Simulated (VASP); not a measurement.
# HfSi23O48 (a cell with a defect) in VASP: single point with PBEsol

Aim: the single point of HfSi23O48 (a cell with a defect) with PBEsol.

Everything below comes from runs of VASP 6.6.1. Logs are shortened: lines on timing, memory, paths and dates and some standing lists are left out, and cuts for length are marked.

### 1 The cell of the first run

The cell holds a defect, 72 atoms: a = 9.902 Å, b = 9.902 Å, c = 10.886 Å, α = 90.00°, β = 90.00°, γ = 120.00°.

### 2 Single point, PBEsol

File INCAR:

```
  PREC = Accurate
  ENCUT = 520
  EDIFF = 1E-6
  ISMEAR = -1
  SIGMA = 0.05
  LREAL = Auto
  LASPH = T
  NELM = 120
  ALGO = Normal
  ISIF = 2
  LWAVE = F
  LCHARG = T
  GGA = PS
  LELF = T
  LVHAR = T
  NBANDS = 237
  ISYM = -1
  GGA_COMPAT = F
```

File KPOINTS:

```
explicit points
1
Reciprocal
  0.25000000   0.25000000   0.25000000 1
```

File POSCAR:

```
HfSi23O48
1.0
    9.9016390000      0.0000000000      0.0000000000
   -4.9508190000      8.5750710000      0.0000000000
    0.0000000000      0.0000000000     10.8858800000
Si Hf O
23 1 48
Direct
    0.2363860000      0.0055210000      0.1692200000
    0.2307900000      0.9958470000      0.6770940000
    0.2304760000      0.4990960000      0.1663600000
    0.2312630000      0.5211680000      0.6738700000
    0.7232710000      0.9932350000      0.1650420000
    0.7373110000      0.9981050000      0.6678190000
    0.7433510000      0.4979050000      0.1593600000
    0.7319150000      0.4884760000      0.6623770000
    0.9958350000      0.2309820000      0.3225140000
    0.0055020000      0.2367850000      0.8301340000
    0.9978990000      0.7374680000      0.3316850000
    0.9928720000      0.7231860000      0.8343970000
    0.5208930000      0.2311850000      0.3254530000
    0.4988620000      0.2305540000      0.8330910000
    0.4884860000      0.7323460000      0.3369790000
    0.4977250000      0.7435410000      0.8401630000
    0.2711230000      0.2713060000      0.9997400000
    0.2628650000      0.7679740000      0.0026660000
    0.2600510000      0.7740820000      0.5039610000
    0.7680580000      0.2633150000      0.9967160000
    0.7737720000      0.2601000000      0.4954130000
    0.7587460000      0.7588990000      0.9997730000
    0.7550860000      0.7552590000      0.4997320000
    0.2829730000      0.2830000000      0.4998860000
    0.2129930000      0.1414720000      0.1081240000
    0.2012840000      0.1339360000      0.6321350000
    0.2085290000      0.6378670000      0.1101370000
    0.1957700000      0.6529540000      0.6195210000
    0.6999680000      0.1287960000      0.1021400000
    0.7110280000      0.1307180000      0.6039980000
    0.7028460000      0.6254430000      0.1047570000
    0.7005410000      0.6207160000      0.6038850000
    0.3697890000      0.0726740000      0.2758280000
    0.3632360000      0.0615430000      0.7843280000
    0.3527750000      0.5669220000      0.2811380000
    0.3528810000      0.5845870000      0.7875450000
    0.8531490000      0.0686230000      0.2723760000
    0.8743570000      0.0735140000      0.7703260000
    0.8720070000      0.5748020000      0.2678540000
    0.8594690000      0.5612110000      0.7731030000
    0.4754570000      0.3087690000      0.4366500000
    0.4324710000      0.2986170000      0.9384620000
    0.4198510000      0.7953080000      0.4445400000
    0.4310200000      0.8082480000      0.9472060000
    0.9401450000      0.2924780000      0.4410140000
    0.9289330000      0.2875510000      0.9392680000
    0.9161650000      0.7879720000      0.4365380000
    0.9189540000      0.7854780000      0.9380440000
    0.1337850000      0.2014100000      0.3677420000
    0.1413340000      0.2132790000      0.8913290000
    0.1306350000      0.7112800000      0.3954110000
    0.1284100000      0.6997460000      0.8971760000
    0.6526650000      0.1956900000      0.3798500000
    0.6378810000      0.2089890000      0.8892820000
    0.6207260000      0.7009600000      0.3954710000
    0.6252670000      0.7030750000      0.8948080000
    0.0616240000      0.3633410000      0.2152350000
    0.0727100000      0.3700400000      0.7234120000
    0.0731370000      0.8744860000      0.2291410000
    0.0683810000      0.8531130000      0.7271030000
    0.5844170000      0.3529350000      0.2118710000
    0.5664180000      0.3527420000      0.7181880000
    0.5612080000      0.8599300000      0.2262840000
    0.5746730000      0.8722710000      0.7317250000
    0.2985830000      0.4327180000      0.0610060000
    0.3089530000      0.4757500000      0.5627290000
    0.2868880000      0.9288190000      0.0600140000
    0.2922720000      0.9403850000      0.5584340000
    0.8082070000      0.4313780000      0.0522860000
    0.7949010000      0.4198700000      0.5548330000
    0.7855090000      0.9191940000      0.0614470000
    0.7878340000      0.9162680000      0.5630780000
```

Potentials or basis: VASP PAW PBE potentials, release 64 (Si, Hf_pv, O).

Run with:

```sh
> cat potpaw_PBE.64/Si/POTCAR potpaw_PBE.64/Hf_pv/POTCAR potpaw_PBE.64/O/POTCAR > POTCAR
> mpirun -np 1 vasp_std > vasp.out
```

OUTCAR:

```text
PREC = Accurate
   ENCUT = 520
   EDIFF = 1E-6
   ISMEAR = -1
   LREAL = Auto
   LASPH = T
   NELM = 120
   ISIF = 2
   GGA = PS
   ISYM = -1

 ion  position               nearest neighbor table
   1  0.236  0.006  0.169-  25 1.62  67 1.62  59 1.62  33 1.63  11 3.08  18 3.08  13 3.09  17 3.09

   2  0.231  0.996  0.677-  26 1.61  60 1.61  34 1.63  68 1.64  19 3.02  14 3.03  12 3.07  24 3.26

   3  0.230  0.499  0.166-  27 1.62  57 1.62  65 1.63  35 1.63   9 3.03  15 3.07  17 3.07  18 3.08

   4  0.231  0.521  0.674-  66 1.61  36 1.62  28 1.62  58 1.63  19 3.01  16 3.05  10 3.09  24 3.26

   5  0.723  0.993  0.165-  37 1.62  29 1.62  71 1.63  63 1.63   9 3.07  20 3.09  22 3.09  15 3.09

   6  0.737  0.998  0.668-  72 1.62  30 1.62  64 1.62  38 1.62  21 3.07  10 3.08  16 3.09  23 3.10

   7  0.743  0.498  0.159-  61 1.61  31 1.62  39 1.62  69 1.62  20 3.03  13 3.05  22 3.05  11 3.09

   8  0.732  0.488  0.662-  32 1.62  70 1.63  40 1.63  62 1.63  14 3.07  21 3.09  23 3.09  12 3.10

   9  0.996  0.231  0.323-  49 1.61  37 1.61  57 1.63  45 1.64  21 3.02   3 3.03   5 3.07  24 3.26

  10  0.006  0.237  0.830-  50 1.62  46 1.62  38 1.62  58 1.63   6 3.08  20 3.08   4 3.09  17 3.09

  11  0.998  0.737  0.332-  47 1.62  51 1.62  39 1.62  59 1.62  19 3.07   1 3.08   7 3.09  23 3.10

  12  0.993  0.723  0.834-  60 1.62  52 1.62  48 1.62  40 1.63   2 3.07  18 3.08  22 3.09   8 3.10

  13  0.521  0.231  0.325-  41 1.61  61 1.62  53 1.62  33 1.63  21 3.01   7 3.05   1 3.09  24 3.26

  14  0.499  0.231  0.833-  54 1.62  34 1.62  42 1.63  62 1.63   2 3.03   8 3.07  17 3.07  20 3.09

  15  0.488  0.732  0.337-  55 1.62  43 1.63  63 1.63  35 1.63   3 3.07  19 3.09  23 3.09   5 3.09

  16  0.498  0.744  0.840-  36 1.61  56 1.62  64 1.62  44 1.62  18 3.03   4 3.05  22 3.05   6 3.09

  17  0.271  0.271  1.000-  50 1.62  25 1.62  42 1.62  65 1.62   3 3.07  14 3.07   1 3.09  10 3.09

  18  0.263  0.768  0.003-  67 1.61  27 1.62  44 1.62  52 1.63  16 3.03   1 3.08   3 3.08  12 3.08

  19  0.260  0.774  0.504-  51 1.62  43 1.62  68 1.62  28 1.63   4 3.01   2 3.02  11 3.07  15 3.09

  20  0.768  0.263  0.997-  46 1.61  54 1.62  69 1.62  29 1.63   7 3.03  10 3.08  14 3.09   5 3.09

  21  0.774  0.260  0.495-  30 1.62  70 1.62  45 1.62  53 1.63  13 3.01   9 3.02   6 3.07   8 3.09

  22  0.759  0.759  1.000-  71 1.62  48 1.62  31 1.62  56 1.62   7 3.05  16 3.05   5 3.09  12 3.09

  23  0.755  0.755  0.500-  72 1.61  47 1.61  55 1.62  32 1.62   8 3.09  15 3.09  11 3.10   6 3.10

  24  0.283  0.283  0.500-  41 1.92  66 1.92  49 1.93  26 1.93   2 3.26   9 3.26   4 3.26  13 3.26

  25  0.213  0.141  0.108-   1 1.62  17 1.62
  26  0.201  0.134  0.632-   2 1.61  24 1.93
  27  0.209  0.638  0.110-   3 1.62  18 1.62
  28  0.196  0.653  0.620-   4 1.62  19 1.63
  29  0.700  0.129  0.102-   5 1.62  20 1.63
  30  0.711  0.131  0.604-   6 1.62  21 1.62
[... 40 lines left out ...]
  71  0.786  0.919  0.061-  22 1.62   5 1.63
  72  0.788  0.916  0.563-  23 1.61   6 1.62

IMPORTANT INFORMATION: All symmetrisations will be switched off!
NOSYMM: (Re-)initialisation of all symmetry stuff for point group C_1.

----------------------------------------------------------------------------------------

                                     Primitive cell

  volume of cell :     924.2902

  direct lattice vectors                    reciprocal lattice vectors
     9.901639000  0.000000000  0.000000000     0.100993381  0.058308549  0.000000000
    -4.950819000  8.575071000  0.000000000     0.000000000  0.116617110  0.000000000
     0.000000000  0.000000000 10.885880000     0.000000000  0.000000000  0.091862119

  length of vectors
     9.901639000  9.901638825 10.885880000     0.116617108  0.116617110  0.091862119

  position of ions in fractional coordinates (direct lattice)
     0.236386000  0.005521000  0.169220000
     0.230790000  0.995847000  0.677094000
     0.230476000  0.499096000  0.166360000
     0.231263000  0.521168000  0.673870000
     0.723271000  0.993235000  0.165042000
     0.737311000  0.998105000  0.667819000
[... 64 lines left out ...]
     0.785509000  0.919194000  0.061447000
     0.787834000  0.916268000  0.563078000

  ion indices of the primitive-cell ions
   primitive index   ion index
                 1           1
                 2           2
                 3           3
                 4           4
                 5           5
                 6           6
[... 64 lines left out ...]
                71          71
                72          72

----------------------------------------------------------------------------------------

 KPOINTS: explicit points

Read explicit list of k-points.

 Found      1 k-points:

 Following reciprocal coordinates:
            Coordinates               Weight
  0.250000  0.250000  0.250000      1.000000
   k-points           NKPTS =      1   k-points in BZ     NKDIM =      1   number of bands    NBANDS=    237
   number of dos      NEDOS =    301   number of ions     NIONS =     72
   total plane-waves  NPLWV = 537600
   dimension x,y,z NGX =    80 NGY =   80 NGZ =   84
   dimension x,y,z NGXF=   160 NGYF=  160 NGZF=  168
   ions per type =              23   1  48
   NGX,Y,Z   is equivalent  to a cutoff of  13.43, 13.43, 12.83 a.u.
   NGXF,Y,Z  is equivalent  to a cutoff of  26.86, 26.86, 25.66 a.u.
 SYSTEM =  unknown system
   PREC   = accura    normal or accurate (medium, high low for compatibility)
   ISTART =      0    job   : 0-new  1-cont  2-samecut
   ICHARG =      2    charge: 1-file 2-atom 10-const
   ISPIN  =      1    spin polarized calculation?
   LNONCOLLINEAR =      F non collinear calculations
   LSORBIT =      F    spin-orbit coupling
   LASPH  =      T    aspherical Exc in radial PAW
   ENCUT  =  520.0 eV  38.22 Ry    6.18 a.u.  18.41 18.41 20.24*2*pi/ulx,y,z
   NELM   =    120;   NELMIN=  2; NELMDL= -5     # of ELM steps
   EDIFF  = 0.1E-05   stopping-criterion for ELM
   LREAL  =      T    real-space projection
   EDIFFG = 0.1E-04   stopping-criterion for IOM
   NSW    =      0    number of steps for IOM
   IBRION =     -1    ionic relax: 0-MD 1-quasi-New 2-CG
   NFREE  =      0    steps in history (QN), initial steepest desc. (CG)
   ISIF   =      2    stress and relaxation
   ISYM   =     -1    0-nonsym 1-usesym 2-fastsym
   POTIM  = 0.5000    time-step for ionic-motion
   TEBEG  =    0.0;   TEEND  =   0.0 temperature during run
   PSTRESS=    0.0 pullay stress
   NELECT =     390.0000    total number of electrons
   NUPDOWN=      -1.0000    fix difference up-down
   EMIN   =  10.00;   EMAX   =-10.00  energy-range for DOS
   EFERMI =   0.00;   METHOD = LEGACY
   ISMEAR =    -1;   SIGMA  =   0.05  broadening in eV -4-tet -1-fermi 0-gaus
   EFERMI_NEDOS =   21; number of points for ismear=-14 and -15
   IALGO  =     38    algorithm
   IMIX   =      4    mixing-type and parameters
     AMIX     =   0.40;   BMIX     =  1.00
     AMIX_MAG =   1.60;   BMIX_MAG =  1.00
  volume/ion in A,a.u.               =      12.84        86.63
  Fermi-wavevector in a.u.,A,eV,Ry     =   1.227892  2.320380 20.513767  1.507719
  Thomas-Fermi vector in A             =   2.362838
   LORBIT       =      0    0 simple, 1 ext, 2 COOP (PROOUT), +10 PAW based schemes
   GGA     = PS    functional components
   LHFCALC =     F    Hartree Fock is set to
   AEXX    =    0.0000 exact exchange contribution
   IVDW    =     0    specifies the selected vdW correction
   LEPSILON=     F    determine dielectric tensor
   LRPA    =     F    only Hartree local field effects (RPA)
 non-spin polarized calculation
  energy-cutoff  :      520.00
  volume of cell :      924.29
 maximum number of plane-waves:     24895
 NGX is ok and might be reduce to    80
   NGX = 37   NGY = 37   NGZ = 41

 number of electron     389.9999980 magnetization

 Free energy of the ion-electron system (eV)
  ---------------------------------------------------
  ext. energy  EPLUGINS =         0.00000000
  ---------------------------------------------------
  free energy    TOTEN  =      -597.67873495 eV

  energy without entropy =     -597.67873495  energy(sigma->0) =     -597.67873495

 E-fermi :   2.1912     XC(G=0):  -9.4075

 val. band max:        0.8261237158   @ k =   0.2500   0.2500   0.2500
 cond. band min:       7.3424549224   @ k =   0.2500   0.2500   0.2500
 fundamental gap:      6.5163312065
 Fermi energy:         2.1912262999

 k-point     1 :       0.2500    0.2500    0.2500
  band No.  band energies     occupation
      1     -27.4996      2.00000
      2     -27.4680      2.00000
      3     -27.4550      2.00000
      4     -18.2312      2.00000
      5     -18.0947      2.00000
      6     -18.0545      2.00000
[... 199 lines left out ...]
    206       8.8829      0.00000
    207       9.2906      0.00000
 [bands above 207 left out]

------------------------ aborting loop because EDIFF is reached ----------------------------------------

  FORCE on cell =-STRESS in cart. coord.  units (eV):
  Direction    XX          YY          ZZ          XY          YZ          ZX
  --------------------------------------------------------------------------------------
  -------------------------------------------------------------------------------------
  Total        8.6513183      4.9563744      7.4251214     -3.2107671      0.3199482     -0.5862984
  in kB       14.9963138      8.5914473     12.8708072     -5.5655877      0.5546026     -1.0162977
  external PRESSURE =      12.1528561 kB  Pullay stress =       0.0000000 kB

 VOLUME and BASIS-vectors are now :
 -----------------------------------------------------------------------------
  energy-cutoff  :      520.00
  volume of cell :      924.29
      direct lattice vectors                 reciprocal lattice vectors
     9.901639000  0.000000000  0.000000000     0.100993381  0.058308549  0.000000000
    -4.950819000  8.575071000  0.000000000     0.000000000  0.116617110  0.000000000
     0.000000000  0.000000000 10.885880000     0.000000000  0.000000000  0.091862119

 POSITION                                       TOTAL-FORCE (eV/Angst)
 -----------------------------------------------------------------------------------
      2.31328      0.04734      1.84211        -0.019648      0.006300      0.013350
     -2.64506      8.53946      7.37076         0.002654     -0.022713     -0.004219
     -0.18884      4.27978      1.81097        -0.010512      0.002235     -0.003026
     -0.29033      4.46905      7.33567        -0.039364     -0.016081      0.023597
      2.24424      8.51706      1.79663        -0.024294     -0.004320     -0.004637
      2.35915      8.55882      7.26980        -0.008518     -0.008013     -0.003155
[... 64 lines left out ...]
      3.22706      7.88215      0.66890         0.000611      0.022489     -0.010332
      3.26457      7.85706      6.12960         0.001194      0.016946     -0.012607
 -----------------------------------------------------------------------------------
    total drift:                                0.002456     -0.011012     -0.009598

  FREE ENERGIE OF THE ION-ELECTRON SYSTEM (eV)
  ---------------------------------------------------
  free  energy   TOTEN  =      -597.6787349501 eV

  energy  without entropy=     -597.6787349501  energy(sigma->0) =     -597.67873495
```

Wall time 7.8 min (1 thread of Intel Xeon 6975P-C (Granite Rapids), shared host); peak memory 1.1 GiB.

Results:

- Free energy: -597.6787 eV
- Pressure: 1.2 GPa
- Largest force: 0.215 eV/Å
- Band gap on the k mesh: 6.52 eV

Forces on the atoms (eV/Å):
```
Si  -0.020  0.006  0.013
Si   0.003 -0.023 -0.004
Si  -0.011  0.002 -0.003
Si  -0.039 -0.016  0.024
Si  -0.024 -0.004 -0.005
Si  -0.009 -0.008 -0.003
Si  -0.009  0.012  0.002
Si  -0.013  0.001  0.000
Si  -0.023 -0.009  0.006
Si   0.017 -0.014 -0.014
Si  -0.004 -0.009  0.005
Si   0.006 -0.025 -0.001
Si   0.004 -0.042 -0.018
Si   0.010 -0.007 -0.002
Si   0.006 -0.009  0.010
Si   0.016 -0.002 -0.004
Si   0.006  0.012 -0.002
Si  -0.006  0.013 -0.003
Si   0.011  0.008 -0.005
Si   0.011  0.001 -0.003
Si   0.002  0.015  0.010
Si   0.010  0.017 -0.004
Si   0.007  0.009  0.003
Hf  -0.001 -0.002  0.001
O   -0.017  0.007  0.006
O   -0.055  0.164 -0.127
O   -0.016  0.010  0.007
O   -0.031  0.010  0.017
O   -0.020  0.009  0.010
O   -0.017  0.012  0.007
O   -0.021  0.003  0.021
O   -0.016  0.011  0.013
O    0.005 -0.012  0.014
O    0.004 -0.027  0.018
O    0.006 -0.025  0.017
O   -0.003 -0.023  0.013
O   -0.001 -0.016  0.017
O    0.002 -0.014  0.018
O   -0.004 -0.021  0.003
O    0.002 -0.018  0.013
O   -0.159  0.016  0.110
O    0.021  0.018  0.009
O    0.016  0.011  0.004
O    0.014  0.022  0.018
O    0.032  0.015  0.010
O    0.014  0.013  0.014
O    0.014  0.008  0.007
O    0.016  0.010  0.012
O    0.167  0.033  0.124
O    0.013 -0.010 -0.006
O    0.016 -0.011 -0.010
O    0.021 -0.012 -0.005
O    0.025 -0.022 -0.019
O    0.021 -0.009 -0.006
O    0.016 -0.010 -0.015
O    0.014 -0.016 -0.018
O   -0.026 -0.010 -0.015
O   -0.015 -0.008 -0.010
O   -0.013 -0.005 -0.017
O   -0.016 -0.011 -0.017
O   -0.021 -0.014 -0.016
O   -0.024 -0.010 -0.018
O   -0.016 -0.009 -0.011
O   -0.017 -0.014 -0.005
O    0.005  0.026 -0.006
O    0.091 -0.129 -0.111
O    0.007  0.019 -0.013
O   -0.003  0.034 -0.009
O    0.012  0.026 -0.016
O    0.003  0.019 -0.007
O    0.001  0.022 -0.010
O    0.001  0.017 -0.013
```

Caveat: the PAW data sets were made with another functional, which shifts forces and pressure a little; spin-orbit coupling is left out, which moves the levels of the heavy elements.
